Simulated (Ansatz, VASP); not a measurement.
**H4CSO2: VASP beside Ansatz**

```xyz
40
Lattice="8.8152 0.0000 0.0000 0.0000 8.8152 0.0000 0.0000 0.0000 8.8152" Properties=species:S:1:pos:R:3 pbc="T T T"
S     3.9698    2.5375    3.6986
S     7.5547    4.2758    3.5374
S     1.1819   -1.1872    0.5767
S     5.1543    5.2519    7.5370
S     1.9644    7.2026    4.7147
O     4.5445    2.0962    4.9606
O     4.7519    3.4456    2.8701
O     7.6219    5.5411    2.8189
O     7.3894    4.3264    4.9831
O     0.1789   -0.1720    0.8620
O     2.2945   -0.8337   -0.2948
O     3.7467    4.9315    7.7256
O     5.8201    6.1005    8.5153
O     1.9908    8.1327    3.5939
O     1.9947    5.7771    4.4216
C     6.3745    1.9540    8.2271
C     1.3215    3.4691    1.2095
C     1.3439    2.3853    6.3481
C     5.3553    8.4723    2.4597
C     7.5435    7.9555    5.8173
H     6.6252    2.5417    7.3361
H     7.2930    1.5578    8.6745
H     5.7227    1.1219    7.9361
H     5.8535    2.5789    8.9645
H     2.2924    3.3666    0.7134
H     0.6966    4.1661    0.6348
H     1.4729    3.8738    2.2202
H     0.8265    2.4898    1.2625
H     0.4649    2.4490    6.9980
H     1.0982    1.7715    5.4718
H     2.1763    1.9298    6.8971
H     1.6291    3.3955    6.0269
H     6.1429    9.2144    2.2877
H     5.2126    8.3334    3.5374
H     5.6537    7.5242    2.0015
H     4.4191    8.8113    1.9987
H     8.1000    8.4772    6.6066
H     7.6785    6.8713    5.9060
H     7.8785    8.2953    4.8278
H     6.4780    8.1949    5.9223
```

Alike in both runs: functional PBE; dispersion D3(BJ); k mesh 1 × 1 × 1; occupations fermi-dirac, width 0.05 eV; no spin polarisation.

Ansatz relaxed the structure, and its values are those at the end. VASP's run is a single point on that final structure, the one shown.

|  | VASP | Ansatz |
| --- | --- | --- |
| version | VASP 6.6.1 | Ansatz 0.2.0 |
| potentials or method | VASP PAW PBE potentials, release 64 (S, O, C, H), cutoff 520 eV | scalar-relativistic, plane waves, PAW |
| valence electrons in the cell | 130 | 130 |

|  | VASP | Ansatz | Ansatz less VASP |
| --- | --- | --- | --- |
| gap on the k mesh at the Fermi level (eV) | 2.88 | 2.89 | +0.016 |
| rms of the force components (eV/Å) | 0.122 | 0.050 | -0.0724 |

Ansatz's warnings: xc potential rough in thin density.
